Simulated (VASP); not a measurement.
## HgTe: single point with LDA

The system is HgTe.

```
Hg Te
1.0
     0.00000    3.22350    3.28797
     3.22350    0.00000    3.28797
     3.22350    3.22350    0.00000
Hg Te
1 1
Direct
  0.00000 0.00000 0.00000
  0.75000 0.75000 0.75000
```

This cell differs from its parent crystal: zz strain of +2 %.

| Property | Result |
| --- | --- |
| Program | VASP 6.6.1 |
| Task | single point |
| Functional | LDA |
| Potentials or basis | VASP PAW LDA potentials, release 64 (Hg, Te) |
| Cutoff | 520 eV |
| k mesh | 11 × 11 × 11 |
| Occupations | fermi-dirac, width 0.03 eV |
| Spin | no spin polarisation |

```
Pressure               : -0.9 GPa
Band gap on the k mesh : zero (filled and empty bands touch)
```

Stress tensor (GPa, compression positive):
```
-0.78  0.00  0.00
 0.00 -0.78  0.00
 0.00  0.00 -1.14
```

Levels at points of the mesh, in eV from the Fermi level:
| k point | band 7 | band 8 | band 9 | band 10 | band 11 | band 12 |
| --- | --- | --- | --- | --- | --- | --- |
| (0.00, 0.00, 0.00) | -0.94 | -0.09 | -0.02 | -0.02 | 4.14 | 4.14 |

Wall time 110 s on 1 thread of Intel Xeon 8259CL, with other jobs on the host, peak memory 0.28 GiB.

Caveat: the cell differs from its parent crystal (zz strain of +2 %); semilocal functionals underestimate gaps, so a narrow gap can read as zero; spin-orbit coupling is left out, which moves the levels of the heavy elements.
